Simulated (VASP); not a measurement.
Si5P3, 16 atoms in the cell. The cell holds a disordered packing, 16 atoms: a = 6.216 Å, b = 6.143 Å, c = 6.064 Å, α = 89.46°, β = 90.21°, γ = 89.37°. 

| Item | Value |
| --- | --- |
| Program | VASP 6.6.1 |
| Task | single point |
| Functional | PBE |
| Potentials or basis | VASP PAW PBE potentials, release 64 (Si, P) |
| Cutoff | 400 eV |
| k mesh | 1 × 1 × 1, shifted |
| Occupations | fermi-dirac, width 0.05 eV |
| Spin | no spin polarisation |
| Dipole correction | no |
| Mended | yes |
| Further INCAR settings | LREAL = Auto; ALGO = Normal; EDIFF = 1e-06; NBANDS = 49; ISYM = -1 |

Potentials or basis: VASP PAW PBE potentials, release 64 (Si, P).

Launch:

```console
$ cat potpaw_PBE.64/Si/POTCAR potpaw_PBE.64/P/POTCAR > POTCAR
$ mpirun -np 1 vasp_std > vasp.out
```

Hardware: 1 thread of Intel(R) Xeon(R) 6975P-C (Granite Rapids), with other jobs on the host.

Q: Estimate the wall time of this run.

A: It took 13 s on 1 thread of Intel(R) Xeon(R) 6975P-C (Granite Rapids), on a shared host, peak memory 0.22 GiB. Counts: scf iterations 14, k points 1.
